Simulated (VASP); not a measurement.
# AlN (F-43m) in VASP: single point with PBEsol

Aim: the single point of AlN with PBEsol.

Program: VASP 6.6.1. These are calculated values, not measurements. Logs are shortened: lines on timing, memory, paths and dates and some standing lists are left out, and cuts for length are marked.

## Step 1: The cell of the first run

The structure is cubic, space group F-43m (No. 216). The conventional cell has a = 4.378 Å, b = 4.378 Å, c = 4.378 Å, α = 90.00°, β = 90.00°, γ = 90.00°. Within 2.5 Å of Al (site symmetry -43m) lie 4 N at 1.90 Å. N (site symmetry -43m) has 4 Al at 1.90 Å within 2.5 Å.

## Step 2: Single point, PBEsol

INCAR

```
SYSTEM = AlN
  PREC = Accurate
  ENCUT = 520
  EDIFF = 1E-6
  ISMEAR = -1
  SIGMA = 0.05
  LREAL = Auto
  LASPH = .TRUE.
  NELM = 80
  ALGO = Normal
  ISIF = 2
  LWAVE = .FALSE.
  LCHARG = .FALSE.
  GGA = PS
  NBANDS = 166
```

KPOINTS

```
Automatic mesh
0
G
  1 1 1
  0 0 0
```

POSCAR

```
AlN
1.0
    8.7554440000      0.0000000000      0.0000000000
    0.0000000000      8.7554440000      0.0000000000
    0.0000000000      0.0000000000      8.7554440000
Al N
32 32
Direct
    0.0000000000      0.0000000000      0.0000000000
    0.0000000000      0.0000000000      0.5000000000
    0.0000000000      0.5000000000      0.0000000000
    0.0000000000      0.5000000000      0.5000000000
    0.5000000000      0.0000000000      0.0000000000
    0.5000000000      0.0000000000      0.5000000000
    0.5000000000      0.5000000000      0.0000000000
    0.5000000000      0.5000000000      0.5000000000
    0.2500000000      0.2500000000      0.0000000000
    0.2500000000      0.2500000000      0.5000000000
    0.2500000000      0.7500000000      0.0000000000
    0.2500000000      0.7500000000      0.5000000000
    0.7500000000      0.2500000000      0.0000000000
    0.7500000000      0.2500000000      0.5000000000
    0.7500000000      0.7500000000      0.0000000000
    0.7500000000      0.7500000000      0.5000000000
    0.2500000000      0.0000000000      0.2500000000
    0.2500000000      0.0000000000      0.7500000000
    0.2500000000      0.5000000000      0.2500000000
    0.2500000000      0.5000000000      0.7500000000
    0.7500000000      0.0000000000      0.2500000000
    0.7500000000      0.0000000000      0.7500000000
    0.7500000000      0.5000000000      0.2500000000
    0.7500000000      0.5000000000      0.7500000000
    0.0000000000      0.2500000000      0.2500000000
    0.0000000000      0.2500000000      0.7500000000
    0.0000000000      0.7500000000      0.2500000000
    0.0000000000      0.7500000000      0.7500000000
    0.5000000000      0.2500000000      0.2500000000
    0.5000000000      0.2500000000      0.7500000000
    0.5000000000      0.7500000000      0.2500000000
    0.5000000000      0.7500000000      0.7500000000
    0.1250000000      0.1250000000      0.1250000000
    0.1250000000      0.1250000000      0.6250000000
    0.1250000000      0.6250000000      0.1250000000
    0.1250000000      0.6250000000      0.6250000000
    0.6250000000      0.1250000000      0.1250000000
    0.6250000000      0.1250000000      0.6250000000
    0.6250000000      0.6250000000      0.1250000000
    0.6250000000      0.6250000000      0.6250000000
    0.3750000000      0.3750000000      0.1250000000
    0.3750000000      0.3750000000      0.6250000000
    0.3750000000      0.8750000000      0.1250000000
    0.3750000000      0.8750000000      0.6250000000
    0.8750000000      0.3750000000      0.1250000000
    0.8750000000      0.3750000000      0.6250000000
    0.8750000000      0.8750000000      0.1250000000
    0.8750000000      0.8750000000      0.6250000000
    0.3750000000      0.1250000000      0.3750000000
    0.3750000000      0.1250000000      0.8750000000
    0.3750000000      0.6250000000      0.3750000000
    0.3750000000      0.6250000000      0.8750000000
    0.8750000000      0.1250000000      0.3750000000
    0.8750000000      0.1250000000      0.8750000000
    0.8750000000      0.6250000000      0.3750000000
    0.8750000000      0.6250000000      0.8750000000
    0.1250000000      0.3750000000      0.3750000000
    0.1250000000      0.3750000000      0.8750000000
    0.1250000000      0.8750000000      0.3750000000
    0.1250000000      0.8750000000      0.8750000000
    0.6250000000      0.3750000000      0.3750000000
    0.6250000000      0.3750000000      0.8750000000
    0.6250000000      0.8750000000      0.3750000000
    0.6250000000      0.8750000000      0.8750000000
```

Potentials or basis: VASP PAW PBE potentials, release 64 (Al, N).

Started as:

```
$ cat potpaw_PBE.64/Al/POTCAR potpaw_PBE.64/N/POTCAR > POTCAR
$ mpirun -np 1 vasp_gam > vasp.out
```

OUTCAR:

```text
SYSTEM = AlN
   PREC = Accurate
   ENCUT = 520
   EDIFF = 1E-6
   ISMEAR = -1
   LREAL = Auto
   LASPH = .TRUE.
   NELM = 80
   ISIF = 2
   GGA = PS

 ion  position               nearest neighbor table
   1  0.000  0.000  0.000-  33 1.90  47 1.90  54 1.90  60 1.90  17 3.10  18 3.10  21 3.10  22 3.10
                            25 3.10  26 3.10  27 3.10  28 3.10   9 3.10  11 3.10  13 3.10  15 3.10
   2  0.000  0.000  0.500-  34 1.90  48 1.90  53 1.90  59 1.90  17 3.10  18 3.10  21 3.10  22 3.10
                            25 3.10  26 3.10  27 3.10  28 3.10  10 3.10  12 3.10  14 3.10  16 3.10
   3  0.000  0.500  0.000-  35 1.90  45 1.90  56 1.90  58 1.90  19 3.10  20 3.10  23 3.10  24 3.10
                            25 3.10  26 3.10  27 3.10  28 3.10   9 3.10  11 3.10  13 3.10  15 3.10
   4  0.000  0.500  0.500-  36 1.90  46 1.90  55 1.90  57 1.90  19 3.10  20 3.10  23 3.10  24 3.10
                            25 3.10  26 3.10  27 3.10  28 3.10  10 3.10  12 3.10  14 3.10  16 3.10
   5  0.500  0.000  0.000-  37 1.90  43 1.90  50 1.90  64 1.90  17 3.10  18 3.10  21 3.10  22 3.10
                            29 3.10  30 3.10  31 3.10  32 3.10   9 3.10  11 3.10  13 3.10  15 3.10
   6  0.500  0.000  0.500-  38 1.90  44 1.90  49 1.90  63 1.90  17 3.10  18 3.10  21 3.10  22 3.10
                            29 3.10  30 3.10  31 3.10  32 3.10  10 3.10  12 3.10  14 3.10  16 3.10
   7  0.500  0.500  0.000-  39 1.90  41 1.90  52 1.90  62 1.90  19 3.10  20 3.10  23 3.10  24 3.10
                            29 3.10  30 3.10  31 3.10  32 3.10   9 3.10  11 3.10  13 3.10  15 3.10
   8  0.500  0.500  0.500-  40 1.90  42 1.90  51 1.90  61 1.90  19 3.10  20 3.10  23 3.10  24 3.10
                            29 3.10  30 3.10  31 3.10  32 3.10  10 3.10  12 3.10  14 3.10  16 3.10
   9  0.250  0.250  0.000-  33 1.90  41 1.90  50 1.90  58 1.90  17 3.10  18 3.10  19 3.10  20 3.10
[... 77 lines left out ...]
  63  0.625  0.875  0.375-   6 1.90  16 1.90  21 1.90  31 1.90
  64  0.625  0.875  0.875-   5 1.90  15 1.90  22 1.90  32 1.90

  LATTYP: Found a simple cubic cell.
 ALAT       =     8.7554440000

  Lattice vectors:

 A1 = (   8.7554440000,   0.0000000000,   0.0000000000)
 A2 = (   0.0000000000,   8.7554440000,   0.0000000000)
 A3 = (   0.0000000000,   0.0000000000,   8.7554440000)

Analysis of symmetry for initial positions (statically):
=====================================================================
 Subroutine PRICEL returns following result:

  LATTYP: Found a face centered cubic cell.
 ALAT       =     4.3777220000

  Lattice vectors:

 A1 = (   2.1888610000,  -2.1888610000,   0.0000000000)
 A2 = (   2.1888610000,   0.0000000000,   2.1888610000)
 A3 = (   0.0000000000,  -2.1888610000,   2.1888610000)

  32 primitive cells build up your supercell.

[... 115 lines left out ...]
   POTIM  = 0.5000    time-step for ionic-motion
   TEBEG  =    0.0;   TEEND  =   0.0 temperature during run
   PSTRESS=    0.0 pullay stress
   NELECT =     256.0000    total number of electrons
   NUPDOWN=      -1.0000    fix difference up-down
   EMIN   =  10.00;   EMAX   =-10.00  energy-range for DOS
   EFERMI =   0.00;   METHOD = LEGACY
   ISMEAR =    -1;   SIGMA  =   0.05  broadening in eV -4-tet -1-fermi 0-gaus
   EFERMI_NEDOS =   21; number of points for ismear=-14 and -15
   IALGO  =     38    algorithm
   IMIX   =      4    mixing-type and parameters
     AMIX     =   0.40;   BMIX     =  1.00
     AMIX_MAG =   1.60;   BMIX_MAG =  1.00
  volume/ion in A,a.u.               =      10.49        70.77
  Fermi-wavevector in a.u.,A,eV,Ry     =   1.187253  2.243583 19.178363  1.409570
  Thomas-Fermi vector in A             =   2.323408
   LORBIT       =      0    0 simple, 1 ext, 2 COOP (PROOUT), +10 PAW based schemes
   GGA     = PS    functional components
   LHFCALC =     F    Hartree Fock is set to
   AEXX    =    0.0000 exact exchange contribution
   IVDW    =     0    specifies the selected vdW correction
   LEPSILON=     F    determine dielectric tensor
   LRPA    =     F    only Hartree local field effects (RPA)
 non-spin polarized calculation
  energy-cutoff  :      520.00
  volume of cell :      671.17
 maximum number of plane-waves:      9019
 NGX is ok and might be reduce to    70
   NGX = 33   NGY = 33   NGZ = 33

 number of electron     255.9999923 magnetization

 Free energy of the ion-electron system (eV)
  ---------------------------------------------------
  ext. energy  EPLUGINS =         0.00000000
  ---------------------------------------------------
  free energy    TOTEN  =      -498.54531001 eV

  energy without entropy =     -498.54531001  energy(sigma->0) =     -498.54531001

 E-fermi :   7.1401     XC(G=0): -11.0948

 val. band max:        5.8418896282   @ k =   0.0000   0.0000   0.0000
 cond. band min:       9.0007746291   @ k =   0.0000   0.0000   0.0000
 fundamental gap:      3.1588850009
 Fermi energy:         7.1401337464

 k-point     1 :       0.0000    0.0000    0.0000
  band No.  band energies     occupation
      1      -9.0844      2.00000
      2      -7.9499      2.00000
      3      -7.9499      2.00000
      4      -7.9499      2.00000
      5      -7.9499      2.00000
      6      -7.9499      2.00000
[... 132 lines left out ...]
    139      11.7535      0.00000
    140      11.7535      0.00000
 [bands above 140 left out]

------------------------ aborting loop because EDIFF is reached ----------------------------------------

  FORCE on cell =-STRESS in cart. coord.  units (eV):
  Direction    XX          YY          ZZ          XY          YZ          ZX
  --------------------------------------------------------------------------------------
  -------------------------------------------------------------------------------------
  Total       -0.7831216     -0.7831216     -0.7831216      0.0000000      0.0000000      0.0000000
  in kB       -1.8694130     -1.8694130     -1.8694130      0.0000000      0.0000000      0.0000000
  external PRESSURE =      -1.8694130 kB  Pullay stress =       0.0000000 kB

 VOLUME and BASIS-vectors are now :
 -----------------------------------------------------------------------------
  energy-cutoff  :      520.00
  volume of cell :      671.17
      direct lattice vectors                 reciprocal lattice vectors
     8.755444000  0.000000000  0.000000000     0.114214653  0.000000000  0.000000000
     0.000000000  8.755444000  0.000000000     0.000000000  0.114214653  0.000000000
     0.000000000  0.000000000  8.755444000     0.000000000  0.000000000  0.114214653

 POSITION                                       TOTAL-FORCE (eV/Angst)
 -----------------------------------------------------------------------------------
      0.00000      0.00000      0.00000        -0.000000     -0.000000     -0.000000
      0.00000      0.00000      4.37772        -0.000000     -0.000000     -0.000000
      0.00000      4.37772      0.00000        -0.000000     -0.000000     -0.000000
      0.00000      4.37772      4.37772        -0.000000     -0.000000     -0.000000
      4.37772      0.00000      0.00000        -0.000000     -0.000000     -0.000000
      4.37772      0.00000      4.37772        -0.000000     -0.000000     -0.000000
[... 56 lines left out ...]
      5.47215      7.66101      3.28329         0.000000      0.000000      0.000000
      5.47215      7.66101      7.66101         0.000000      0.000000     -0.000000
 -----------------------------------------------------------------------------------
    total drift:                               -0.000000     -0.000000      0.000000

  FREE ENERGIE OF THE ION-ELECTRON SYSTEM (eV)
  ---------------------------------------------------
  free  energy   TOTEN  =      -498.5453100102 eV

  energy  without entropy=     -498.5453100102  energy(sigma->0) =     -498.54531001
```

Wall time 3 min (1 thread of Intel Xeon Platinum 8259CL at 2.50GHz (Skylake/Cascade Lake), shared host); peak memory 0.65 GiB.

What came out:

| Quantity | Value |
| --- | --- |
| Free energy | -498.5453 eV |
| Pressure | -0.2 GPa |
| Band gap on the k mesh | 3.16 eV |

Caveat: the k points lie up to 0.72 Å⁻¹ apart; the PAW data sets were made with another functional, which shifts forces and pressure a little.
